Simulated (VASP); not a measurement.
Write the native input for VASP 6.6.1 that does the following.

```
Task                   : single point
Functional             : LDA
Potentials or basis    : VASP PAW LDA potentials, release 64 (Al, Ru_pv)
Cutoff                 : 520 eV
k mesh                 : 10 × 10 × 10
Occupations            : gaussian, width 0.03 eV
Spin                   : no spin polarisation
Dipole correction      : no
Further INCAR settings : ALGO = Fast; EDIFF = 1e-07; NBANDS = 29
```

The structure of Al2Ru lies in POSCAR:

```
Al2Ru
1.0
    0.0000000000      3.9836241385      4.3794984827
    2.2098125862      0.0000000000      4.3794984827
    2.2098125862      3.9836241385      0.0000000000
Al Ru
4 2
Direct
    0.0788992938      0.4211007062      0.0788992938
    0.4211007062      0.0788992938      0.4211007062
    0.1711007062      0.8288992938      0.1711007062
    0.8288992938      0.1711007062      0.8288992938
    0.7500000000      0.7500000000      0.7500000000
    0.5000000000      0.5000000000      0.5000000000
```

These files were run (other wordings do the same):

INCAR

```
SYSTEM = Al2Ru
  ALGO = Fast
  EDIFF = 1E-7
  ENCUT = 520
  GGA = CA
  ISIF = 2
  ISMEAR = 0
  LASPH = .True.
  LCHARG = .True.
  LELF = .True.
  LREAL = .False.
  LVHAR = .True.
  LWAVE = .False.
  NBANDS = 29
  NELM = 80
  PREC = Accurate
  SIGMA = 0.03
```

KPOINTS

```
k-points
0
Gamma
  10 10 10
  0 0 0
```

Potentials or basis: VASP PAW LDA potentials, release 64 (Al, Ru_pv).

The run is started by

```console
$ cat potpaw_LDA.64/Al/POTCAR potpaw_LDA.64/Ru_pv/POTCAR > POTCAR
$ mpirun -np 1 vasp_std > vasp.out
```

Results of the run:

```json
{"Pressure": "9.9 GPa", "Largest force": "0.305 eV/Å", "Band gap on the k mesh": "zero (bands 20 and 21 overlap by 0.30 eV)"}
```

Caveat: the stress differs along the axes, from 3 to 23 GPa.

Wall time 4.1 min on 1 thread of Intel(R) Xeon(R) 6975P-C (Granite Rapids) (shared host), peak memory 0.42 GiB.
